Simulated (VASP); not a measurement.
# GaN (P6_3mc) in VASP: further runs, part 2 of 2

VASP 6.6.1. Earlier steps stand in the parts before.

### 3 Single point, PBE

This run uses another cell than the first one, of 11.31 Å³/atom, 1.010 times its volume.

INCAR

```
SYSTEM = GaN
PREC     = Accurate       ! precision mode
ENCUT    = 520            ! plane-wave cutoff, eV
EDIFF    = 1E-6           ! SCF threshold, eV
ISMEAR   = -1             ! smearing method
SIGMA    = 0.02           ! smearing width, eV
LREAL    = .FALSE.        ! projectors in reciprocal space
LASPH    = .TRUE.         ! aspherical terms in the spheres
NELM     = 100            ! most SCF steps
ALGO     = Normal         ! electronic algorithm
ISIF     = 2              ! what is computed and relaxed
LWAVE    = .FALSE.        ! write WAVECAR
LCHARG   = .FALSE.        ! write CHGCAR
GGA      = PE             ! functional
NBANDS   = 26             ! bands
```

KPOINTS

```
regular mesh
0
G
  11 11 6
  0 0 0
```

POSCAR

```
GaN
1.0
    3.1800000000      0.0000000000      0.0000000000
   -1.5900000000      2.7539607840      0.0000000000
    0.0000000000      0.0000000000      5.1660000000
Ga N
2 2
Direct
    0.3333333333      0.6666666667      0.0039408788
    0.6666666667      0.3333333333      0.5039408788
    0.3333333333      0.6666666667      0.3810591212
    0.6666666667      0.3333333333      0.8810591212
```

Potentials or basis: VASP PAW PBE potentials, release 64 (Ga_d, N).

The run is started by

```sh
$ cat potpaw_PBE.64/Ga_d/POTCAR potpaw_PBE.64/N/POTCAR > POTCAR
$ mpirun -np 1 vasp_std > vasp.out
```

Wall time 36 s (1 thread of Intel Xeon 6975P-C (Granite Rapids), shared host); peak memory 0.19 GiB.

Results (log left out):

```
Free energy            : -24.2866 eV
Pressure               : 7.4 GPa
Band gap on the k mesh : 1.99 eV, direct
```

Stress tensor (GPa, compression positive):
```
7.08 0.00 0.00
0.00 7.08 0.00
0.00 0.00 7.95
```

Levels at points of the mesh, in eV from the valence-band top:
```
           k point  band 15  band 16  band 17  band 18  band 19  band 20  band 21  band 22
(0.00, 0.00, 0.00)    -1.05    -0.03     0.00     0.00     1.99     4.29     9.28     9.93
(0.00, 0.00, 0.50)    -0.54    -0.54    -0.54    -0.54     4.31     4.31     8.54     8.54
```

### 4 Single point, PBE (z stretched by +1 %, then relaxed in part)

INCAR

```
SYSTEM = GaN
PREC     = Accurate       ! precision mode
ENCUT    = 520            ! plane-wave cutoff, eV
EDIFF    = 1E-6           ! SCF threshold, eV
ISMEAR   = -1             ! smearing method
SIGMA    = 0.02           ! smearing width, eV
LREAL    = .False.        ! projectors in reciprocal space
LASPH    = .True.         ! aspherical terms in the spheres
NELM     = 60             ! most SCF steps
ALGO     = Normal         ! electronic algorithm
ISIF     = 2              ! what is computed and relaxed
LWAVE    = .False.        ! write WAVECAR
LCHARG   = .False.        ! write CHGCAR
GGA      = PE             ! functional
NBANDS   = 26             ! bands
```

KPOINTS

```
regular mesh
0
Gamma
  11 11 6
  0 0 0
```

POSCAR

```
GaN
1.0
    3.1800000000      0.0000000000      0.0000000000
   -1.5900000000      2.7539607840      0.0000000000
    0.0000000000      0.0000000000      5.2176600000
Ga N
2 2
Direct
    0.3333333333      0.6666666667      0.0047889670
    0.6666666667      0.3333333333      0.5047889670
    0.3333333333      0.6666666667      0.3802110330
    0.6666666667      0.3333333333      0.8802110330
```

Potentials or basis: VASP PAW PBE potentials, release 64 (Ga_d, N).

The run is started by

```sh
$ cat potpaw_PBE.64/Ga_d/POTCAR potpaw_PBE.64/N/POTCAR > POTCAR
$ mpirun -np 1 vasp_std > vasp.out
```

OUTCAR:

```text
SYSTEM = GaN
   PREC = Accurate
   ENCUT = 520
   EDIFF = 1E-6
   ISMEAR = -1
   LREAL = .False.
   LASPH = .True.
   NELM = 60
   ISIF = 2
   GGA = PE

 ion  position               nearest neighbor table
   1  0.333  0.667  0.005-   4 1.95   4 1.95   4 1.95   3 1.96
   2  0.667  0.333  0.505-   3 1.95   3 1.95   3 1.95   4 1.96
   3  0.333  0.667  0.380-   2 1.95   2 1.95   2 1.95   1 1.96
   4  0.667  0.333  0.880-   1 1.95   1 1.95   1 1.95   2 1.96

  LATTYP: Found a hexagonal cell.
 ALAT       =     3.1800000000
 C/A-ratio  =     1.6407735849

[... 887 lines left out ...]
     26      17.7974      0.00000

 [... further k-points ...]
[... 5 lines left out ...]
  --------------------------------------------------------------------------------------
  -------------------------------------------------------------------------------------
  Total        1.7229026      1.7229026      1.1534552      0.0000000      0.0000000     -0.0000000
  in kB       60.4102523     60.4102523     40.4436811      0.0000000      0.0000000     -0.0000000
  external PRESSURE =      53.7547285 kB  Pullay stress =       0.0000000 kB

 VOLUME and BASIS-vectors are now :
 -----------------------------------------------------------------------------
  energy-cutoff  :      520.00
  volume of cell :       45.69
      direct lattice vectors                 reciprocal lattice vectors
     3.180000000  0.000000000  0.000000000     0.314465409  0.181556688  0.000000000
    -1.590000000  2.753960784  0.000000000     0.000000000  0.363113377  0.000000000
     0.000000000  0.000000000  5.217660000     0.000000000  0.000000000  0.191656796

 POSITION                                       TOTAL-FORCE (eV/Angst)
 -----------------------------------------------------------------------------------
     -0.00000      1.83597      0.02499         0.000000      0.000000     -0.001019
      1.59000      0.91799      2.63382        -0.000000      0.000000     -0.001019
     -0.00000      1.83597      1.98381        -0.000000      0.000000      0.001019
      1.59000      0.91799      4.59264         0.000000      0.000000      0.001019
 -----------------------------------------------------------------------------------
    total drift:                               -0.000001     -0.000002      0.002027

  FREE ENERGIE OF THE ION-ELECTRON SYSTEM (eV)
  ---------------------------------------------------
  free  energy   TOTEN  =       -24.3036190077 eV

  energy  without entropy=      -24.3036190077  energy(sigma->0) =      -24.30361901
```

It took 37 s on 1 thread of Intel Xeon 6975P-C (Granite Rapids), shared host; peak memory 0.19 GiB.

What came out:

```yaml
Free_energy: -24.3036 eV
Pressure: 5.4 GPa
Band_gap_on_the_k_mesh: 1.88 eV, direct
```

Caveat: the cell differs from its parent crystal (z stretched by +1 %, then relaxed in part).

### 5 Single point, PBE (volume scaled by 1.02, then relaxed in part)

INCAR

```
  PREC = Accurate
  ENCUT = 520
  EDIFF = 1E-7
  ISMEAR = -1
  SIGMA = 0.02
  LREAL = F
  LASPH = T
  NELM = 80
  ALGO = Normal
  ISIF = 2
  LWAVE = F
  LCHARG = F
  GGA = PE
  NBANDS = 26
```

KPOINTS

```
regular mesh
0
Gamma
  11 11 6
```

POSCAR

```
GaN
1.0
    3.2010602164      0.0000000000      0.0000000000
   -1.6005301082      2.7721994664      0.0000000000
    0.0000000000      0.0000000000      5.2002129176
Ga N
2 2
Direct
    0.3333333333      0.6666666667      0.0039408788
    0.6666666667      0.3333333333      0.5039408788
    0.3333333333      0.6666666667      0.3810591212
    0.6666666667      0.3333333333      0.8810591212
```

The run is started by

```sh
$ cat potpaw_PBE.64/Ga_d/POTCAR potpaw_PBE.64/N/POTCAR > POTCAR
$ mpirun -np 1 vasp_std > vasp.out
```

Run time: 39 s. Hardware: 1 thread of Intel Xeon 6975P-C (Granite Rapids), shared host; peak memory 0.19 GiB.

It converged, with:

```yaml
Free_energy: -24.3174 eV
Pressure: 3.5 GPa
Band_gap_on_the_k_mesh: 1.85 eV, direct
```

Stress tensor (GPa, compression positive):
```
3.21 0.00 0.00
0.00 3.21 0.00
0.00 0.00 4.06
```

Levels at points of the mesh, in eV from the valence-band top:
| k point | band 16 | band 17 | band 18 | band 19 | band 20 | band 21 |
| --- | --- | --- | --- | --- | --- | --- |
| (0.00, 0.00, 0.00) | -0.02 | 0.00 | 0.00 | 1.85 | 4.16 | 9.16 |
| (0.00, 0.00, 0.50) | -0.53 | -0.53 | -0.53 | 4.18 | 4.18 | 8.43 |

Caveat: the cell differs from its parent crystal (volume scaled by 1.02, then relaxed in part).

### 6 Overview

| cell | gap on the mesh (eV) | pressure (GPa) |
| --- | --- | --- |
| a = 3.180, b = 3.180, c = 5.114 Å, angles 90.0, 90.0, 120.0°, 4 atoms | 2.05 | 9.4 |
| a = 3.180, b = 3.180, c = 5.166 Å, angles 90.0, 90.0, 120.0°, 4 atoms | 1.99 | 7.4 |
| a = 3.180, b = 3.180, c = 5.218 Å, angles 90.0, 90.0, 120.0°, 4 atoms | 1.88 | 5.4 |
| a = 3.201, b = 3.201, c = 5.200 Å, angles 90.0, 90.0, 120.0°, 4 atoms | 1.85 | 3.5 |

Alike in all rows: task single point; level PBE; potentials or basis VASP PAW PBE potentials, release 64 (Ga_d, N); no spin polarisation; k mesh 11 × 11 × 6; cutoff (eV) 520; smearing fermi-dirac 0.02 eV.

Absolute energies hang on the potentials; compare differences alone.
